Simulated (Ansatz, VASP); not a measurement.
# Cu2BrCl: VASP beside Ansatz

INCAR

```
PREC = Accurate
ENCUT = 520
EDIFF = 1E-7
ISMEAR = 0
SIGMA = 0.05
LREAL = F
LASPH = T
NELM = 100
ALGO = Normal
ISIF = 2
LWAVE = F
LCHARG = F
GGA = PE
NBANDS = 26
```

The input KPOINTS:

```
regular mesh
0
Gamma
  12 12 12
```

The input POSCAR:

```
Cu2BrCl
1.0
    1.9816475192      1.1441047286      5.9143425162
   -1.9816475192      1.1441047286      5.9143425162
    0.0000000000     -2.2882094573      5.9143425162
Cu Br Cl
2 1 1
Direct
    0.2600895303      0.2600895303      0.2600895303
    0.7399104697      0.7399104697      0.7399104697
    0.0000000000      0.0000000000      0.0000000000
    0.5000000000      0.5000000000      0.5000000000
```

Input for Ansatz:

```yaml
crystal:
  lattice:
    - [1.9816475192, 1.1441047286, 5.9143425162]
    - [-1.9816475192, 1.1441047286, 5.9143425162]
    - [0.0, -2.2882094573, 5.9143425162]
  atoms:
    - { symbol: Cu, position: [0.2600895303, 0.2600895303, 0.2600895303] }
    - { symbol: Cu, position: [0.7399104697, 0.7399104697, 0.7399104697] }
    - { symbol: Br, position: [0.0, 0.0, 0.0] }
    - { symbol: Cl, position: [0.5, 0.5, 0.5] }
basis:
  ecutwfc: 420
kpoints:
  mp_grid: { grid: [12, 12, 12] }
hamiltonian:
  xc: pbe
scf:
  occupations: { method: gaussian, width: 0.05 }
output:
  forces: true
  stress: true
  eigenvalues: true
```

Alike in both runs: task single point; functional PBE; k mesh 12 × 12 × 12; occupations gaussian, width 0.05 eV; no spin polarisation.

```csv
,VASP,Ansatz
version,VASP 6.6.1,Ansatz 0.2.0
potentials or method,"VASP PAW PBE potentials, release 64 (Cu, Br, Cl), cutoff 520 eV","scalar-relativistic, plane waves, PAW"
valence electrons in the cell,36,52
```

Ansatz gave:

```
gap on the k mesh at the Fermi level (eV)                     : none
pressure (GPa)                                                : -3.1
traceless stress, the component that is largest in VASP (GPa) : 0.60
rms of the force components (eV/Å)                            : 0.140
```

Problem. Estimate VASP's values.

Solution. gap on the k mesh at the Fermi level (eV): none; pressure (GPa): -3.1; traceless stress, the component that is largest in VASP (GPa): 0.59; rms of the force components (eV/Å): 0.141.

Atom by atom the forces differ by 0.001 eV/Å (rms over components). A gap of «none» marks a metal or a gap that the smearing closes. VASP's potentials hold 36 valence electrons a cell and Ansatz's 52, so a difference there can come from the potentials and not from the codes.
